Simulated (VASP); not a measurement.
# Os (P6_3/mmc) in VASP: notebook

Os is run at these levels: PBE; tasks: single point, relaxation of the atoms.

Everything below comes from runs of VASP 6.6.1. Logs are shortened: lines on timing, memory, paths and dates and some standing lists are left out, and cuts for length are marked.

## 1. The cell of the first run

Symmetry: P6_3/mmc, No. 194, hexagonal system. The conventional cell has a = 2.734 Å, b = 2.734 Å, c = 4.320 Å, α = 90.00°, β = 90.00°, γ = 120.00°. Within 3.5 Å of Os (site symmetry -6m2) lie 12 Os at 2.68 to 2.73 Å.

## 2. Single point, PBE

The input, INCAR:

```
SYSTEM = Os
PREC = Accurate ; ENCUT = 520
EDIFF = 1E-6 ; ISMEAR = -1
SIGMA = 0.05 ; LREAL = .FALSE.
LASPH = .TRUE. ; NELM = 100
ALGO = Normal ; ISIF = 2
LWAVE = .FALSE. ; LCHARG = .FALSE.
GGA = PE ; NBANDS = 15
```

The input, KPOINTS:

```
Automatic mesh
0
G
  14 14 8
  0 0 0
```

The input, POSCAR:

```
Os
1.0
    2.7341000000      0.0000000000      0.0000000000
   -1.3670500000      2.3678000565      0.0000000000
    0.0000000000      0.0000000000      4.3197000000
Os
2
Direct
    0.3333333333      0.6666666667      0.2500000000
    0.6666666667      0.3333333333      0.7500000000
```

Potentials or basis: VASP PAW PBE potentials, release 64 (Os).

Command:

```console
> cat potpaw_PBE.64/Os/POTCAR > POTCAR
> mpirun -np 1 vasp_std > vasp.out
```

OUTCAR:

```text
SYSTEM = Os
   PREC = Accurate
   ENCUT = 520
   EDIFF = 1E-6
   ISMEAR = -1
   LREAL = .FALSE.
   LASPH = .TRUE.
   NELM = 100
   ISIF = 2
   GGA = PE

 ion  position               nearest neighbor table
   1  0.333  0.667  0.250-   2 2.68   2 2.68   2 2.68   2 2.68   2 2.68   2 2.68
   2  0.667  0.333  0.750-   1 2.68   1 2.68   1 2.68   1 2.68   1 2.68   1 2.68

  LATTYP: Found a hexagonal cell.
 ALAT       =     2.7341000000
 C/A-ratio  =     1.5799348963

  Lattice vectors:

 A1 = (   2.7341000000,   0.0000000000,   0.0000000000)
 A2 = (  -1.3670500000,   2.3678000565,   0.0000000000)
 A3 = (   0.0000000000,   0.0000000000,   4.3197000000)

Analysis of symmetry for initial positions (statically):
=====================================================================
 Subroutine PRICEL returns:
 Original cell was already a primitive cell.

 Routine SETGRP: Setting up the symmetry group for a
 hexagonal supercell.

 Subroutine GETGRP returns: Found 24 space group operations
 (whereof 12 operations were pure point group operations)
 out of a pool of 24 trial point group operations.

The static configuration has the point symmetry D_3d.
 The point group associated with its full space group is D_6h.

Analysis of symmetry for dynamics (positions and initial velocities):
=====================================================================
 Subroutine PRICEL returns:
 Original cell was already a primitive cell.

 Routine SETGRP: Setting up the symmetry group for a
 hexagonal supercell.

 Subroutine GETGRP returns: Found 24 space group operations
 (whereof 12 operations were pure point group operations)
 out of a pool of 24 trial point group operations.

The dynamic configuration has the point symmetry D_3d.
 The point group associated with its full space group is D_6h.

 Subroutine INISYM returns: Found 24 space group operations
 (whereof 12 operations are pure point group operations),
 and found     1 'primitive' translations

----------------------------------------------------------------------------------------

                                     Primitive cell

  volume of cell :      27.9649

  direct lattice vectors                    reciprocal lattice vectors
     2.734100000  0.000000000  0.000000000     0.365751070  0.211166479  0.000000000
    -1.367050000  2.367800057  0.000000000     0.000000000  0.422332957  0.000000000
     0.000000000  0.000000000  4.319700000     0.000000000  0.000000000  0.231497558

  length of vectors
     2.734100000  2.734100000  4.319700000     0.422332957  0.422332957  0.231497558

  position of ions in fractional coordinates (direct lattice)
     0.333333333  0.666666667  0.250000000
     0.666666667  0.333333333  0.750000000

  ion indices of the primitive-cell ions
   primitive index   ion index
                 1           1
                 2           2

----------------------------------------------------------------------------------------

 KPOINTS: Automatic mesh

Automatic generation of k-mesh.
 Grid dimensions read from file:
 generate k-points for:   14   14    8

 Generating k-lattice:

  Cartesian coordinates                     Fractional coordinates (reciprocal lattice)
     0.026125076  0.015083320  0.000000000     0.071428571  0.000000000  0.000000000
     0.000000000  0.030166640  0.000000000     0.000000000  0.071428571  0.000000000
     0.000000000  0.000000000  0.028937195     0.000000000  0.000000000  0.125000000

  Length of vectors
     0.030166640  0.030166640  0.028937195

  Shift w.r.t. Gamma in fractional coordinates (k-lattice)
     0.000000000  0.000000000  0.000000000

 Subroutine IBZKPT returns following result:
 ===========================================

 Found    120 irreducible k-points:

 Following reciprocal coordinates:
            Coordinates               Weight
  0.000000  0.000000  0.000000      1.000000
  0.071429 -0.000000  0.000000      6.000000
  0.142857 -0.000000  0.000000      6.000000
  0.214286 -0.000000  0.000000      6.000000
  0.285714  0.000000  0.000000      6.000000
  0.357143  0.000000  0.000000      6.000000
[... 16 lines left out ...]
  0.285714  0.285714  0.000000      6.000000
  0.357143  0.285714  0.000000      6.000000
 [... further k-points ...]
   k-points           NKPTS =    120   k-points in BZ     NKDIM =    120   number of bands    NBANDS=     15
   number of dos      NEDOS =    301   number of ions     NIONS =      2
   total plane-waves  NPLWV =  12800
   dimension x,y,z NGX =    20 NGY =   20 NGZ =   32
   dimension x,y,z NGXF=    40 NGYF=   40 NGZF=   64
   ions per type =               2
   NGX,Y,Z   is equivalent  to a cutoff of  12.16, 12.16, 12.32 a.u.
   NGXF,Y,Z  is equivalent  to a cutoff of  24.32, 24.32, 24.63 a.u.
 SYSTEM =  Os
   PREC   = accura    normal or accurate (medium, high low for compatibility)
   ISTART =      0    job   : 0-new  1-cont  2-samecut
   ICHARG =      2    charge: 1-file 2-atom 10-const
   ISPIN  =      1    spin polarized calculation?
   LNONCOLLINEAR =      F non collinear calculations
   LSORBIT =      F    spin-orbit coupling
   LASPH  =      T    aspherical Exc in radial PAW
   ENCUT  =  520.0 eV  38.22 Ry    6.18 a.u.   5.08  5.08  8.03*2*pi/ulx,y,z
   NELM   =    100;   NELMIN=  2; NELMDL= -5     # of ELM steps
   EDIFF  = 0.1E-05   stopping-criterion for ELM
   LREAL  =      F    real-space projection
   EDIFFG = 0.1E-04   stopping-criterion for IOM
   NSW    =      0    number of steps for IOM
   IBRION =     -1    ionic relax: 0-MD 1-quasi-New 2-CG
   NFREE  =      0    steps in history (QN), initial steepest desc. (CG)
   ISIF   =      2    stress and relaxation
   ISYM   =      2    0-nonsym 1-usesym 2-fastsym
   POTIM  = 0.5000    time-step for ionic-motion
   TEBEG  =    0.0;   TEEND  =   0.0 temperature during run
   PSTRESS=    0.0 pullay stress
   NELECT =      16.0000    total number of electrons
   NUPDOWN=      -1.0000    fix difference up-down
   EMIN   =  10.00;   EMAX   =-10.00  energy-range for DOS
   EFERMI =   0.00;   METHOD = LEGACY
   ISMEAR =    -1;   SIGMA  =   0.05  broadening in eV -4-tet -1-fermi 0-gaus
   EFERMI_NEDOS =   21; number of points for ismear=-14 and -15
   IALGO  =     38    algorithm
   IMIX   =      4    mixing-type and parameters
     AMIX     =   0.40;   BMIX     =  1.00
     AMIX_MAG =   1.60;   BMIX_MAG =  1.00
  volume/ion in A,a.u.               =      13.98        94.36
  Fermi-wavevector in a.u.,A,eV,Ry     =   1.359076  2.568282 25.131161  1.847088
  Thomas-Fermi vector in A             =   2.485855
   LORBIT       =      0    0 simple, 1 ext, 2 COOP (PROOUT), +10 PAW based schemes
   GGA     = PE    functional components
   LHFCALC =     F    Hartree Fock is set to
   AEXX    =    0.0000 exact exchange contribution
   IVDW    =     0    specifies the selected vdW correction
   LEPSILON=     F    determine dielectric tensor
   LRPA    =     F    only Hartree local field effects (RPA)
 non-spin polarized calculation
  energy-cutoff  :      520.00
  volume of cell :       27.96
 maximum number of plane-waves:       774
   NGX = 11   NGY = 11   NGZ = 17

 number of electron      15.9999998 magnetization

 Free energy of the ion-electron system (eV)
  ---------------------------------------------------
  ext. energy  EPLUGINS =         0.00000000
  ---------------------------------------------------
  free energy    TOTEN  =       -22.48378819 eV

  energy without entropy =      -22.47047399  energy(sigma->0) =      -22.47713109

 E-fermi :   9.5042     XC(G=0): -14.0611

 val. band max:        9.5030622326   @ k =   0.1429   0.0714   0.3750
 cond. band min:       9.5096184088   @ k =   0.0714   0.0714   0.3750
 fundamental gap:      0.0065561762
 Fermi energy:         9.5042355716

 k-point     1 :       0.0000    0.0000    0.0000
  band No.  band energies     occupation
      1      -1.4732      2.00000
      2       1.6765      2.00000
      3       6.4159      2.00000
      4       6.4159      2.00000
      5       6.6701      2.00000
      6       7.2582      2.00000
      7       7.2582      2.00000
      8       7.9098      2.00000
      9       7.9098      2.00000
     10       9.4996      1.04598
     11      11.1619      0.00000
     12      11.1619      0.00000
     13      18.5532      0.00000
     14      23.5105      0.00000
     15      26.2285      0.00000

 k-point     2 :       0.0714   -0.0000    0.0000
  band No.  band energies     occupation
      1      -1.2666      2.00000
      2       1.8599      2.00000
      3       6.0116      2.00000
      4       6.5981      2.00000
      5       7.0113      2.00000
      6       7.1444      2.00000
      7       7.4284      2.00000
      8       7.6415      2.00000
      9       7.7633      2.00000
     10       8.6685      2.00000
     11      11.2637      0.00000
     12      12.3163      0.00000
     13      18.5366      0.00000
     14      23.9370      0.00000
     15      26.4969      0.00000

 k-point     3 :       0.1429   -0.0000    0.0000
  band No.  band energies     occupation
      1      -0.6756      2.00000
      2       2.3446      2.00000
      3       5.4648      2.00000
      4       6.6303      2.00000
      5       6.7948      2.00000
      6       7.1331      2.00000
      7       7.4004      2.00000
      8       7.5666      2.00000
      9       7.9252      2.00000
     10       8.0427      2.00000
     11      11.4990      0.00000
     12      14.1377      0.00000
     13      18.4422      0.00000
     14      24.9741      0.00000
     15      27.0574      0.00000
[... 343 lines left out ...]
 k-point    23 :       0.2857    0.2857    0.0000
  band No.  band energies     occupation
      1       3.0242      2.00000
      2       3.6760      2.00000
      3       4.1224      2.00000
      4       4.7077      2.00000
      5       5.7678      2.00000
      6       6.4556      2.00000
      7       7.8619      2.00000
      8      10.3128      0.00000
      9      11.5369      0.00000
     10      11.5962      0.00000
     11      14.3356      0.00000
     12      15.6711      0.00000
     13      17.2869      0.00000
     14      21.2742      0.00000
     15      23.8261      0.00000

 k-point    24 :       0.3571    0.2857    0.0000
  band No.  band energies     occupation
      1       2.9491      2.00000
      2       3.9118      2.00000
      3       4.0204      2.00000
      4       4.9293      2.00000
      5       5.8932      2.00000
      6       6.2135      2.00000
      7       8.0776      2.00000
      8      10.7641      0.00000
      9      11.2139      0.00000
     10      11.5579      0.00000
     11      14.8653      0.00000
     12      14.9028      0.00000
     13      16.7310      0.00000
     14      22.6857      0.00000
     15      24.3906      0.00000

 [... further k-points ...]
[... 5 lines left out ...]
  --------------------------------------------------------------------------------------
  -------------------------------------------------------------------------------------
  Total        1.5777789      1.5777789      1.4337231     -0.0000000      0.0000000      0.0000000
  in kB       90.3948539     90.3948539     82.1415403     -0.0000000      0.0000000      0.0000000
  external PRESSURE =      87.6437494 kB  Pullay stress =       0.0000000 kB

 VOLUME and BASIS-vectors are now :
 -----------------------------------------------------------------------------
  energy-cutoff  :      520.00
  volume of cell :       27.96
      direct lattice vectors                 reciprocal lattice vectors
     2.734100000  0.000000000  0.000000000     0.365751070  0.211166479  0.000000000
    -1.367050000  2.367800057  0.000000000     0.000000000  0.422332957  0.000000000
     0.000000000  0.000000000  4.319700000     0.000000000  0.000000000  0.231497558

 POSITION                                       TOTAL-FORCE (eV/Angst)
 -----------------------------------------------------------------------------------
     -0.00000      1.57853      1.07993         0.000000     -0.000000      0.000000
      1.36705      0.78927      3.23977        -0.000000      0.000000      0.000000
 -----------------------------------------------------------------------------------
    total drift:                               -0.000000      0.000000     -0.000000

  FREE ENERGIE OF THE ION-ELECTRON SYSTEM (eV)
  ---------------------------------------------------
  free  energy   TOTEN  =       -22.4837881946 eV

  energy  without entropy=      -22.4704739858  energy(sigma->0) =      -22.47713109
```

It took 51 s on 1 thread of Oxide Virtual Turin-like, shared host; peak memory 0.13 GiB.

Results:

```
Free energy            : -22.4838 eV
Pressure               : 8.8 GPa
Band gap on the k mesh : zero (band 8 reaches 11.51 eV, above the bottom of band 9 at 7.76 eV)
```

Levels at points of the mesh, in eV from the Fermi level:
```csv
k point,band 6,band 7,band 8,band 9,band 10,band 11
"(0.00, 0.00, 0.00)",-2.25,-2.25,-1.59,-1.59,0.00,1.66
"(0.50, 0.00, 0.00)",-2.61,-1.91,2.01,2.57,2.69,4.39
"(0.00, 0.00, 0.50)",-3.28,-3.28,-3.28,0.86,0.86,0.86
"(0.50, 0.00, 0.50)",-1.24,-0.19,-0.19,2.35,2.35,3.28
```

Caveat: spin-orbit coupling is left out, which moves the levels of the heavy elements.

## 3. Relaxation of the atoms, PBE

The input, INCAR:

```
  PREC = Accurate
  ENCUT = 520
  EDIFF = 1E-7
  ISMEAR = -1
  SIGMA = 0.05
  LREAL = False
  LASPH = True
  NELM = 60
  ALGO = Normal
  ISIF = 2
  LWAVE = False
  LCHARG = False
  GGA = PE
  IBRION = 2
  NSW = 80
  EDIFFG = -0.02
```

The input, KPOINTS:

```
regular mesh
0
Gamma
  14 14 8
```

POSCAR is that of step 2.

Potentials or basis: VASP PAW PBE potentials, release 64 (Os).

Command:

```console
> cat potpaw_PBE.64/Os/POTCAR > POTCAR
> mpirun -np 1 vasp_std > vasp.out
```

Run time: 63 s. Hardware: 1 thread of Oxide Virtual Turin-like, shared host; peak memory 0.13 GiB.

The run converged. Its results:

* Free energy: -22.4838 eV
* Pressure after relaxing: 8.8 GPa
* Band gap on the k mesh: zero (band 8 reaches 11.51 eV, above the bottom of band 9 at 7.76 eV)

Stress tensor (GPa, compression positive):
```
9.04 0.00 0.00
0.00 9.04 0.00
0.00 0.00 8.22
```

Final structure:
```cif
data_structure
_symmetry_space_group_name_H-M 'P 1'
_symmetry_Int_Tables_number 1
_cell_length_a 2.7341
_cell_length_b 2.7341
_cell_length_c 4.3197
_cell_angle_alpha 90.000
_cell_angle_beta 90.000
_cell_angle_gamma 120.000
_cell_volume 27.96
loop_
_atom_site_label
_atom_site_type_symbol
_atom_site_fract_x
_atom_site_fract_y
_atom_site_fract_z
_atom_site_occupancy
Os1 Os 0.33333 0.66667 0.25000 1
Os2 Os 0.66667 0.33333 0.75000 1
```

Levels at points of the mesh, in eV from the Fermi level:
| k point | band 5 | band 6 | band 7 | band 8 | band 9 | band 10 | band 11 | band 12 |
| --- | --- | --- | --- | --- | --- | --- | --- | --- |
| (0.00, 0.00, 0.00) | -2.83 | -2.25 | -2.25 | -1.59 | -1.59 | 0.00 | 1.66 | 1.66 |
| (0.50, 0.00, 0.00) | -2.94 | -2.61 | -1.91 | 2.01 | 2.57 | 2.69 | 4.39 | 5.69 |
| (0.00, 0.00, 0.50) | -3.28 | -3.28 | -3.28 | -3.28 | 0.86 | 0.86 | 0.86 | 0.86 |
| (0.50, 0.00, 0.50) | -1.24 | -1.24 | -0.19 | -0.19 | 2.35 | 2.35 | 3.28 | 3.28 |

Caveat: the relaxation stopped at its first step, so nothing moved; spin-orbit coupling is left out, which moves the levels of the heavy elements.
